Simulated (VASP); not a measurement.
Runs of VASP 6.6.1 on Si. The structure is that of space group Fd-3m (No. 227), or close to it. The cells are those of the table. 

```csv
cell,gap on the mesh (eV),pressure (GPa)
"a = 3.900 Å, angles 60.0°, 2 atoms",0.67,(c)
"a = 3.705 Å, angles 60.0°, 2 atoms",(a),10.6
"a = 3.838 Å, angles 60.0°, 2 atoms",0.58,-1.4
"a = 3.739 Å, angles 60.0°, 2 atoms",0.41,6.9
"a = 3.869 Å, angles 60.0°, 2 atoms",(b),-3.5
```

Alike in all rows: task single point; level PBEsol+D3(BJ); potentials or basis VASP PAW PBE potentials, release 64 (Si); no spin polarisation; k mesh 6 × 6 × 6; cutoff (eV) 500; smearing gaussian 0.01 eV.

Task: Fill in the values left out.

Result: (a) 0.35; (b) 0.63; (c) -5.3.

Caveats: the PAW data sets were made with another functional, which shifts forces and pressure a little.

A k mesh can miss the band edges.
